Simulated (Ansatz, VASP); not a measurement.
# One calculation of Pt, two programs

```xyz
2
Lattice="0.0000 2.7314 2.7314 2.7314 0.0000 2.7314 2.7314 2.7314 0.0000" Properties=species:S:1:pos:R:3 pbc="T T T"
Pt    0.6829    0.6829    0.6829
Pt    4.7800    4.7800    4.7800
```

Alike in both runs: task relaxation of cell and atoms; functional PBEsol; k mesh 10 × 10 × 10; occupations fermi-dirac, width 0.1 eV; no spin polarisation.

|  | VASP | Ansatz |
| --- | --- | --- |
| version | VASP 6.6.1 | Ansatz 0.2.0 |
| potentials or method | VASP PAW PBE potentials, release 64 (Pt), cutoff 600 eV | plane waves (420 eV) with PAW, scalar-relativistic |
| valence electrons in the cell | 20 | 36 |

Ansatz gave:

* relaxed volume (Å³/atom): 23.06
* relaxed cell length with the largest relative difference (Å): 4.026

Task: What did VASP give for the same quantities?

Result: Relaxed volume (Å³/atom): 22.99; relaxed cell length with the largest relative difference (Å): 4.021.

VASP's potentials were made for PBE, not for PBEsol, and Ansatz warns of the same on its side. VASP's potentials hold 20 valence electrons a cell and Ansatz's 36, so a difference there can come from the potentials and not from the codes.

Spin-orbit coupling is off throughout.
